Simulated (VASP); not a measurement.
The system is Si2Mo.

```
Mo Si
1.0
    -1.57838    1.57838    3.87738
     1.57838   -1.57838    3.87738
     1.57838    1.57838   -3.87738
Mo Si
1 2
Direct
  0.00000 0.00000 0.00000
  0.66700 0.66700 0.00000
  0.33300 0.33300 0.00000
```

Base run:

| Property | Result |
| --- | --- |
| Program | VASP 6.6.1 |
| Functional | PBE |
| Potentials or basis | VASP PAW PBE potentials, release 64 (Mo_sv, Si) |
| Cutoff | 520 eV |
| k mesh | 12 × 12 × 12 |
| Occupations | fermi-dirac, width 0.05 eV |
| Spin | no spin polarisation |

Its results: band gap on the k mesh zero (bands 11 and 12 overlap by 1.06 eV); pressure 12.2 GPa; largest force 0.207 eV/Å.

Problem. After a change of settings the same cell gave: band gap on the k mesh zero (bands 11 and 12 overlap by 1.14 eV); pressure 8.7 GPa; largest force 0.272 eV/Å. Which change was it?
A. functional from PBE to r2SCAN
B. dispersion from none to D3(BJ)
C. further incar settings from ALGO = Normal; EDIFF = 1e-07; NBANDS = 18 to ALGO = Normal; EDIFF = 1e-06; NBANDS = 18

Solution. A.

Caveats: the cell stands under pressure; the PAW data sets were made with another functional, which shifts forces and pressure a little (at least some runs).
